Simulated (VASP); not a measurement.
MgCoC4N4: single point with PBE

Crystal: MgCoC4N4.

```xyz
10
Lattice="5.9606 0.0000 0.0000 0.0000 5.9606 0.0000 0.0000 0.0000 5.9606" Properties=species:S:1:pos:R:3 pbc="T T T"
Mg    2.9803    2.9803    2.9803
Co    0.0000    0.0000    0.0000
C     1.1068    1.1068    1.1068
C     1.1068    4.8538    4.8538
C     4.8538    1.1068    4.8538
C     4.8538    4.8538    1.1068
N     1.7823    1.7823    1.7823
N     1.7823    4.1783    4.1783
N     4.1783    1.7823    4.1783
N     4.1783    4.1783    1.7823
```

```json
{"Program": "VASP 6.6.1", "Task": "single point", "Functional": "PBE", "Potentials or basis": "VASP PAW PBE potentials, release 64 (Mg, Co, C, N)", "Cutoff": "520 eV", "k mesh": "4 × 4 × 4", "Occupations": "gaussian, width 0.1 eV", "Spin": "collinear spin, ferromagnetic start", "Starting moments": "[0.0, 3.0, 0.0, 0.0, 0.0, 0.0, 0.0, 0.0, 0.0, 0.0] μB", "Dipole correction": "no", "Further INCAR settings": "ALGO = Normal; EDIFF = 1e-06; NBANDS = 38"}
```

* Pressure: 0.0 GPa
* Largest force: 0.478 eV/Å
* Band gap on the k mesh: 1.50 eV (least direct gap 1.59 eV)
* Net moment: 3.00 μB per cell
* Site moments: Mg +0.00; Co +2.20; C +0.03; N +0.06 μB
* Valence electrons inside the program's atomic spheres: Mg 0.34; Co 8.32; C 2.59; N 3.90

Forces in eV/Å, atoms in the order of the input:
```
Mg   0.000  0.000  0.000
Co   0.000  0.000  0.000
C   -0.034 -0.034 -0.034
C   -0.034  0.034  0.034
C    0.034 -0.034  0.034
C    0.034  0.034 -0.034
N    0.276  0.276  0.276
N    0.276 -0.276 -0.276
N   -0.276  0.276 -0.276
N   -0.276 -0.276  0.276
```

Levels at points of the mesh, in eV from the valence-band top:
Spin up:
| k point | band 23 | band 24 | band 25 | band 26 | band 27 | band 28 |
| --- | --- | --- | --- | --- | --- | --- |
| (0.00, 0.00, 0.00) | -0.33 | -0.33 | -0.33 | 4.79 | 4.79 | 4.79 |
| (0.50, 0.00, 0.00) | -0.29 | -0.17 | -0.17 | 4.97 | 4.97 | 5.10 |
| (0.50, 0.50, 0.00) | -0.32 | -0.14 | -0.14 | 5.11 | 5.26 | 5.40 |
| (0.50, 0.50, 0.50) | -0.29 | -0.29 | -0.29 | 5.27 | 5.27 | 5.27 |
Spin down:
| k point | band 18 | band 19 | band 20 | band 21 | band 22 | band 23 | band 24 | band 25 | band 26 | band 27 |
| --- | --- | --- | --- | --- | --- | --- | --- | --- | --- | --- |
| (0.00, 0.00, 0.00) | -2.21 | -2.21 | -2.21 | -0.09 | -0.09 | 1.50 | 1.50 | 1.50 | 5.32 | 5.32 |
| (0.50, 0.00, 0.00) | -2.39 | -2.25 | -2.25 | -0.10 | 0.00 | 1.58 | 1.69 | 1.69 | 5.35 | 5.35 |
| (0.50, 0.50, 0.00) | -2.27 | -2.27 | -2.21 | -0.07 | 0.00 | 1.61 | 1.72 | 1.72 | 5.49 | 5.59 |
| (0.50, 0.50, 0.50) | -2.09 | -2.09 | -2.09 | -0.06 | -0.06 | 1.61 | 1.61 | 1.61 | 5.73 | 5.73 |

Run time: 100 s on 1 thread of Intel(R) Xeon(R) 6975P-C (Granite Rapids), on a shared host, peak memory 0.48 GiB.

Caveat: a cell with one magnetic atom can't hold antiferromagnetic order, which such compounds often take. A k mesh can miss the band edges.
